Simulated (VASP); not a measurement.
Set up this calculation in VASP 6.6.1, as the native input.

```
Task                   : single point
Functional             : PBE
Potentials or basis    : VASP PAW PBE potentials, release 64 (W_sv, C)
Cutoff                 : 520 eV
k mesh                 : 10 × 10 × 9
Occupations            : fermi-dirac, width 0.05 eV
Spin                   : no spin polarisation
Hubbard terms          : W d U = 2.0 eV
Dipole correction      : no
Further INCAR settings : ALGO = Normal; EDIFF = 1e-07; NBANDS = 16
```

The structure of WC (Qusongite) lies in POSCAR:

```
WC
1.0
    2.9238404790      0.0000000000      0.0000000000
   -1.4619202395      2.5321201315      0.0000000000
    0.0000000000      0.0000000000      2.8451912899
W C
1 1
Direct
    0.0000000000      0.0000000000      0.0000000000
    0.6666666667      0.3333333333      0.5000000000
```

These files were run (other wordings do the same):

INCAR

```
SYSTEM = WC
ALGO = Normal ; EDIFF = 1E-7
ENCUT = 520 ; GGA = PE
ISIF = 2 ; ISMEAR = -1
LASPH = .TRUE. ; LCHARG = .TRUE.
LDAU = .TRUE. ; LDAUJ = 0 0
LDAUL = 2 -1 ; LDAUPRINT = 1
LDAUTYPE = 2 ; LDAUU = 2 0
LELF = .TRUE. ; LMAXMIX = 4
LREAL = .FALSE. ; LVHAR = .TRUE.
LWAVE = .FALSE. ; NBANDS = 16
NELM = 150 ; PREC = Accurate
SIGMA = 0.05
```

KPOINTS

```
k-points
0
G
  10 10 9
  0 0 0
```

Potentials or basis: VASP PAW PBE potentials, release 64 (W_sv, C).

Run with:

```bash
$ cat potpaw_PBE.64/W_sv/POTCAR potpaw_PBE.64/C/POTCAR > POTCAR
$ mpirun -np 1 vasp_std > vasp.out
```

Results of the run:

The pressure is 5.0 GPa and the band gap on the k mesh is zero (band 9 reaches 11.65 eV, above the bottom of band 10 at 10.54 eV).

Caveat: spin-orbit coupling is left out, which moves the levels of the heavy elements; U without spin polarisation on a metal has little footing; the U is typed as a test and isn't derived for this compound.

Run time: 9 s on 1 thread of Intel(R) Xeon(R) 6975P-C (Granite Rapids), on a shared host, peak memory 0.15 GiB.
